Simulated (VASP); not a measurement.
# In2O3 (In2O3 (Ia-3)) (Ia-3) in VASP: single point with LDA

Aim: the single point of In2O3 (In2O3 (Ia-3)) with LDA.

All numbers are computed with VASP 6.6.1; they aren't measurements. Logs are shortened: lines on timing, memory, paths and dates and some standing lists are left out, and cuts for length are marked.

## (1) The cell of the first run

Symmetry: Ia-3, No. 206, cubic system. Conventional cell: a = 10.289 Å, b = 10.289 Å, c = 10.289 Å, α = 90.00°, β = 90.00°, γ = 90.00°. Within 2.9 Å of In (site symmetry 2) lie 6 O at 2.16 to 2.25 Å. In (site symmetry -3) has 6 O at 2.21 Å within 2.9 Å. Within 2.9 Å of O (site symmetry 1) lie 4 In at 2.16 to 2.25 Å and 4 O at 2.84 to 2.86 Å.

## (2) Single point, LDA

INCAR reads:

```
ALGO = Normal
EDIFF = 1E-6
ENCUT = 600
GGA = CA
GGA_COMPAT = F
ISIF = 2
ISMEAR = 0
LASPH = T
LCHARG = T
LELF = T
LREAL = Auto
LVHAR = T
LWAVE = F
NBANDS = 202
NELM = 120
PREC = Accurate
SIGMA = 0.01
```

KPOINTS reads:

```
Automatic mesh
0
Gamma
  1 1 1
  0.25 0.25 0.25
```

POSCAR reads:

```
In2O3
1.0
   -5.1442825144      5.1442825144      5.1442825144
    5.1442825144     -5.1442825144      5.1442825144
    5.1442825144      5.1442825144     -5.1442825144
In O
16 24
Direct
    0.2839120534      0.5339120534      0.7500000000
    0.7160879466      0.4660879466      0.2500000000
    0.0000000000      0.5000000000      0.0000000000
    0.0000000000      0.0000000000      0.5000000000
    0.7500000000      0.2839120534      0.5339120534
    0.2500000000      0.7160879466      0.4660879466
    0.7839120534      0.0339120534      0.7500000000
    0.2160879466      0.9660879466      0.2500000000
    0.5339120534      0.7500000000      0.2839120534
    0.7500000000      0.7839120534      0.0339120534
    0.5000000000      0.0000000000      0.0000000000
    0.5000000000      0.5000000000      0.5000000000
    0.2500000000      0.2160879466      0.9660879466
    0.4660879466      0.2500000000      0.7160879466
    0.9660879466      0.2500000000      0.2160879466
    0.0339120534      0.7500000000      0.7839120534
    0.5369998966      0.7721351770      0.5442245939
    0.7721351770      0.5442245939      0.5369998966
    0.5072246974      0.2351352805      0.9630001034
    0.7720894169      0.7278648230      0.2648647195
    0.2278648230      0.4557754061      0.4630001034
    0.2720894169      0.0072246974      0.0442245939
    0.4557754061      0.4630001034      0.2278648230
    0.9557754061      0.7279105831      0.9927753026
    0.7351352805      0.2279105831      0.2721351770
    0.9630001034      0.5072246974      0.2351352805
    0.2351352805      0.9630001034      0.5072246974
    0.0442245939      0.2720894169      0.0072246974
    0.0369998966      0.4927753026      0.7648647195
    0.7279105831      0.9927753026      0.9557754061
    0.2721351770      0.7351352805      0.2279105831
    0.9927753026      0.9557754061      0.7279105831
    0.7278648230      0.2648647195      0.7720894169
    0.2648647195      0.7720894169      0.7278648230
    0.2279105831      0.2721351770      0.7351352805
    0.4927753026      0.7648647195      0.0369998966
    0.0072246974      0.0442245939      0.2720894169
    0.7648647195      0.0369998966      0.4927753026
    0.5442245939      0.5369998966      0.7721351770
    0.4630001034      0.2278648230      0.4557754061
```

Potentials or basis: VASP PAW LDA potentials, release 64 (In_d, O).

Command:

```console
$ cat potpaw_LDA.64/In_d/POTCAR potpaw_LDA.64/O/POTCAR > POTCAR
$ mpirun -np 1 vasp_std > vasp.out
```

OUTCAR:

```text
EDIFF = 1E-6
   ENCUT = 600
   GGA = CA
   ISIF = 2
   ISMEAR = 0
   LASPH = T
   LREAL = Auto
   NELM = 120
   PREC = Accurate

 ion  position               nearest neighbor table
   1  0.284  0.534  0.750-  29 2.16  35 2.16  36 2.24  21 2.24  39 2.25  34 2.25  12 3.40  11 3.40
                             6 3.42  10 3.42  14 3.42  16 3.42   4 3.89   3 3.89   5 3.91  15 3.91
   2  0.716  0.466  0.250-  26 2.16  20 2.16  19 2.24  18 2.24  23 2.25  25 2.25  12 3.40  11 3.40
                             5 3.42  13 3.42   9 3.42  15 3.42   4 3.89   3 3.89   6 3.91  16 3.91
   3  0.000  0.500  0.000-  24 2.21  28 2.21  31 2.21  33 2.21  26 2.21  29 2.21  15 3.40  16 3.40
                             5 3.40   6 3.40   7 3.40   8 3.40  13 3.89   9 3.89  10 3.89  14 3.89
   4  0.000  0.000  0.500-  32 2.21  37 2.21  35 2.21  20 2.21  27 2.21  38 2.21   7 3.40   8 3.40
                            13 3.40  14 3.40   9 3.40  10 3.40   1 3.89   5 3.89   6 3.89   2 3.89
   5  0.750  0.284  0.534-  38 2.16  25 2.16  29 2.24  40 2.24  18 2.25  33 2.25   3 3.40  12 3.40
                            14 3.42  16 3.42   7 3.42   2 3.42   4 3.89  11 3.89   1 3.91   9 3.91
   6  0.250  0.716  0.466-  27 2.16  34 2.16  26 2.24  17 2.24  21 2.25  31 2.25   3 3.40  12 3.40
                             1 3.42  15 3.42   8 3.42   9 3.42  11 3.89   4 3.89   7 3.91  14 3.91
   7  0.784  0.034  0.750-  17 2.16  30 2.16  33 2.24  32 2.24  28 2.25  38 2.25   4 3.40   3 3.40
                             5 3.42  13 3.42   9 3.42  15 3.42  12 3.89  11 3.89   6 3.91  16 3.91
   8  0.216  0.966  0.250-  40 2.16  22 2.16  31 2.24  37 2.24  24 2.25  27 2.25   4 3.40   3 3.40
                             6 3.42  10 3.42  14 3.42  16 3.42  12 3.89  11 3.89   5 3.91   9 3.91
   9  0.534  0.750  0.284-  36 2.16  31 2.16  38 2.24  23 2.24  17 2.25  20 2.25  12 3.40   4 3.40
[... 37 lines left out ...]
  39  0.544  0.537  0.772-  10 2.16  12 2.21  14 2.24   1 2.25
  40  0.463  0.228  0.456-   8 2.16  12 2.21   5 2.24  14 2.25

  LATTYP: Found a body centered cubic cell.
 ALAT       =    10.2885650288

  Lattice vectors:

 A1 = (  -5.1442825144,   5.1442825144,   5.1442825144)
 A2 = (   5.1442825144,  -5.1442825144,   5.1442825144)
 A3 = (   5.1442825144,   5.1442825144,  -5.1442825144)

Analysis of symmetry for initial positions (statically):
=====================================================================
 Subroutine PRICEL returns:
 Original cell was already a primitive cell.

 Routine SETGRP: Setting up the symmetry group for a
 body centered cubic supercell.

 Subroutine GETGRP returns: Found 24 space group operations
 (whereof  6 operations were pure point group operations)
 out of a pool of 48 trial point group operations.

The static configuration has the point symmetry S_6 .
 The point group associated with its full space group is T_h .

Analysis of symmetry for dynamics (positions and initial velocities):
=====================================================================
 Subroutine PRICEL returns:
 Original cell was already a primitive cell.

 Routine SETGRP: Setting up the symmetry group for a
 body centered cubic supercell.

 Subroutine GETGRP returns: Found 24 space group operations
 (whereof  6 operations were pure point group operations)
 out of a pool of 48 trial point group operations.

The dynamic configuration has the point symmetry S_6 .
 The point group associated with its full space group is T_h .

 Subroutine INISYM returns: Found 24 space group operations
 (whereof  6 operations are pure point group operations),
 and found     1 'primitive' translations

----------------------------------------------------------------------------------------

                                     Primitive cell

  volume of cell :     544.5458

  direct lattice vectors                    reciprocal lattice vectors
    -5.144282514  5.144282514  5.144282514     0.000000000  0.097195284  0.097195284
     5.144282514 -5.144282514  5.144282514     0.097195284  0.000000000  0.097195284
     5.144282514  5.144282514 -5.144282514     0.097195284  0.097195284  0.000000000

  length of vectors
     8.910158683  8.910158683  8.910158683     0.137454889  0.137454889  0.137454889

  position of ions in fractional coordinates (direct lattice)
     0.283912053  0.533912053  0.750000000
     0.716087947  0.466087947  0.250000000
     0.000000000  0.500000000  0.000000000
     0.000000000  0.000000000  0.500000000
     0.750000000  0.283912053  0.533912053
     0.250000000  0.716087947  0.466087947
[... 32 lines left out ...]
     0.544224594  0.536999897  0.772135177
     0.463000103  0.227864823  0.455775406

  ion indices of the primitive-cell ions
   primitive index   ion index
                 1           1
                 2           2
                 3           3
                 4           4
                 5           5
                 6           6
[... 32 lines left out ...]
                39          39
                40          40

----------------------------------------------------------------------------------------

 KPOINTS: Automatic mesh

Automatic generation of k-mesh.
 Grid dimensions read from file:
 generate k-points for:    1    1    1

 Generating k-lattice:

  Cartesian coordinates                     Fractional coordinates (reciprocal lattice)
     0.000000000  0.097195284  0.097195284     1.000000000  0.000000000  0.000000000
     0.097195284  0.000000000  0.097195284     0.000000000  1.000000000  0.000000000
     0.097195284  0.097195284  0.000000000     0.000000000  0.000000000  1.000000000

  Length of vectors
     0.137454889  0.137454889  0.137454889

  Shift w.r.t. Gamma in fractional coordinates (k-lattice)
     0.250000000  0.250000000  0.250000000

 Subroutine IBZKPT returns following result:
 ===========================================

 Found      1 irreducible k-points:

 Following reciprocal coordinates:
            Coordinates               Weight
  0.250000  0.250000  0.250000      2.000000
   k-points           NKPTS =      1   k-points in BZ     NKDIM =      1   number of bands    NBANDS=    202
   number of dos      NEDOS =    301   number of ions     NIONS =     40
   total plane-waves  NPLWV = 373248
   dimension x,y,z NGX =    72 NGY =   72 NGZ =   72
   dimension x,y,z NGXF=   144 NGYF=  144 NGZF=  144
   ions per type =              16  24
   NGX,Y,Z   is equivalent  to a cutoff of  13.43, 13.43, 13.43 a.u.
   NGXF,Y,Z  is equivalent  to a cutoff of  26.87, 26.87, 26.87 a.u.
 SYSTEM =  unknown system
   PREC   = accura    normal or accurate (medium, high low for compatibility)
   ISTART =      0    job   : 0-new  1-cont  2-samecut
   ICHARG =      2    charge: 1-file 2-atom 10-const
   ISPIN  =      1    spin polarized calculation?
   LNONCOLLINEAR =      F non collinear calculations
   LSORBIT =      F    spin-orbit coupling
   LASPH  =      T    aspherical Exc in radial PAW
   ENCUT  =  600.0 eV  44.10 Ry    6.64 a.u.  17.80 17.80 17.80*2*pi/ulx,y,z
   NELM   =    120;   NELMIN=  2; NELMDL= -5     # of ELM steps
   EDIFF  = 0.1E-05   stopping-criterion for ELM
   LREAL  =      T    real-space projection
   EDIFFG = 0.1E-04   stopping-criterion for IOM
   NSW    =      0    number of steps for IOM
   IBRION =     -1    ionic relax: 0-MD 1-quasi-New 2-CG
   NFREE  =      0    steps in history (QN), initial steepest desc. (CG)
   ISIF   =      2    stress and relaxation
   ISYM   =      2    0-nonsym 1-usesym 2-fastsym
   POTIM  = 0.5000    time-step for ionic-motion
   TEBEG  =    0.0;   TEEND  =   0.0 temperature during run
   PSTRESS=    0.0 pullay stress
   NELECT =     352.0000    total number of electrons
   NUPDOWN=      -1.0000    fix difference up-down
   EMIN   =  10.00;   EMAX   =-10.00  energy-range for DOS
   EFERMI =   0.00;   METHOD = LEGACY
   ISMEAR =     0;   SIGMA  =   0.01  broadening in eV -4-tet -1-fermi 0-gaus
   EFERMI_NEDOS =   21; number of points for ismear=-14 and -15
   IALGO  =     38    algorithm
   IMIX   =      4    mixing-type and parameters
     AMIX     =   0.40;   BMIX     =  1.00
     AMIX_MAG =   1.60;   BMIX_MAG =  1.00
  volume/ion in A,a.u.               =      13.61        91.87
  Fermi-wavevector in a.u.,A,eV,Ry     =   1.415503  2.674914 27.261311  2.003650
  Thomas-Fermi vector in A             =   2.536935
   LORBIT       =      0    0 simple, 1 ext, 2 COOP (PROOUT), +10 PAW based schemes
   GGA     = CA    functional components
   LHFCALC =     F    Hartree Fock is set to
   AEXX    =    0.0000 exact exchange contribution
   IVDW    =     0    specifies the selected vdW correction
   LEPSILON=     F    determine dielectric tensor
   LRPA    =     F    only Hartree local field effects (RPA)
 non-spin polarized calculation
 Gauss-broadening in eV      SIGMA  =   0.01
  energy-cutoff  :      600.00
  volume of cell :      544.55
 maximum number of plane-waves:     18060
 NGX is ok and might be reduce to    72
   NGX = 35   NGY = 35   NGZ = 35

 number of electron     352.0000132 magnetization

 Free energy of the ion-electron system (eV)
  ---------------------------------------------------
  ext. energy  EPLUGINS =         0.00000000
  ---------------------------------------------------
  free energy    TOTEN  =      -255.08844737 eV

  energy without entropy =     -255.08844737  energy(sigma->0) =     -255.08844737

 E-fermi :   4.6062     XC(G=0): -11.2974

 val. band max:        4.4934980450   @ k =   0.2500   0.2500   0.2500
 cond. band min:       8.0897358042   @ k =   0.2500   0.2500   0.2500
 fundamental gap:      3.5962377592
 Fermi energy:         4.6062059405

 k-point     1 :       0.2500    0.2500    0.2500
  band No.  band energies     occupation
      1     -12.3241      2.00000
      2     -12.3241      2.00000
      3     -12.3241      2.00000
      4     -12.3241      2.00000
      5     -11.9310      2.00000
      6     -11.9310      2.00000
[... 180 lines left out ...]
    187      10.2277      0.00000
    188      10.2277      0.00000
 [bands above 188 left out]

------------------------ aborting loop because EDIFF is reached ----------------------------------------

  FORCE on cell =-STRESS in cart. coord.  units (eV):
  Direction    XX          YY          ZZ          XY          YZ          ZX
  --------------------------------------------------------------------------------------
  -------------------------------------------------------------------------------------
  Total      -33.7015284    -33.7015284    -33.7015284      0.0000000      0.0000000     -0.0000000
  in kB      -99.1575425    -99.1575425    -99.1575425      0.0000000      0.0000000     -0.0000000
  external PRESSURE =     -99.1575425 kB  Pullay stress =       0.0000000 kB

 VOLUME and BASIS-vectors are now :
 -----------------------------------------------------------------------------
  energy-cutoff  :      600.00
  volume of cell :      544.55
      direct lattice vectors                 reciprocal lattice vectors
    -5.144282514  5.144282514  5.144282514     0.000000000  0.097195284  0.097195284
     5.144282514 -5.144282514  5.144282514     0.097195284  0.000000000  0.097195284
     5.144282514  5.144282514 -5.144282514     0.097195284  0.097195284  0.000000000

 POSITION                                       TOTAL-FORCE (eV/Angst)
 -----------------------------------------------------------------------------------
      5.14428      2.57214      0.34891        -0.000000     -0.000000      0.042958
      0.00000      2.57214      4.79538        -0.000000      0.000000     -0.042958
      2.57214     -2.57214      2.57214        -0.000000      0.000000      0.000000
      2.57214      2.57214     -2.57214        -0.000000     -0.000000      0.000000
      0.34891      5.14428      2.57214         0.042958      0.000000      0.000000
      4.79538      0.00000      2.57214        -0.042958      0.000000      0.000000
[... 32 lines left out ...]
      3.93492      4.00925      1.59004         0.013378     -0.134612     -0.110146
      1.13504      3.55424      1.20937         0.134612      0.110146     -0.013378
 -----------------------------------------------------------------------------------
    total drift:                                0.000000      0.000000      0.000000

  FREE ENERGIE OF THE ION-ELECTRON SYSTEM (eV)
  ---------------------------------------------------
  free  energy   TOTEN  =      -255.0884473669 eV

  energy  without entropy=     -255.0884473669  energy(sigma->0) =     -255.08844737
```

Wall time 6.9 min (1 thread of Intel Xeon 6975P-C, shared host); peak memory 0.56 GiB.

Results:

- Free energy: -255.0884 eV
- Pressure: -9.9 GPa
- Largest force: 0.174 eV/Å
- Band gap on the k mesh: 3.60 eV

Forces on the atoms (eV/Å):
```
In   0.000  0.000  0.043
In   0.000  0.000 -0.043
In   0.000  0.000  0.000
In   0.000  0.000  0.000
In   0.043  0.000  0.000
In  -0.043  0.000  0.000
In   0.000  0.000  0.043
In   0.000  0.000 -0.043
In   0.000  0.043  0.000
In   0.043  0.000  0.000
In   0.000  0.000  0.000
In   0.000  0.000  0.000
In  -0.043  0.000  0.000
In   0.000 -0.043  0.000
In   0.000 -0.043  0.000
In   0.000  0.043  0.000
O   -0.135 -0.110  0.013
O   -0.110  0.013 -0.135
O    0.110 -0.013 -0.135
O    0.135 -0.110 -0.013
O    0.110 -0.013  0.135
O   -0.135 -0.110 -0.013
O   -0.013  0.135  0.110
O    0.013  0.135  0.110
O    0.013 -0.135  0.110
O   -0.135  0.110 -0.013
O   -0.013 -0.135  0.110
O   -0.013 -0.135 -0.110
O    0.135 -0.110  0.013
O    0.135  0.110  0.013
O    0.110  0.013 -0.135
O    0.110  0.013  0.135
O   -0.110 -0.013  0.135
O   -0.013  0.135 -0.110
O   -0.135  0.110  0.013
O   -0.110  0.013  0.135
O   -0.110 -0.013 -0.135
O    0.013  0.135 -0.110
O    0.013 -0.135 -0.110
O    0.135  0.110 -0.013
```

Caveat: the k points lie up to 0.86 Å⁻¹ apart; spin-orbit coupling is left out, which moves the levels of the heavy elements. LDA gaps usually lie below the measured ones, often by a third to a half.
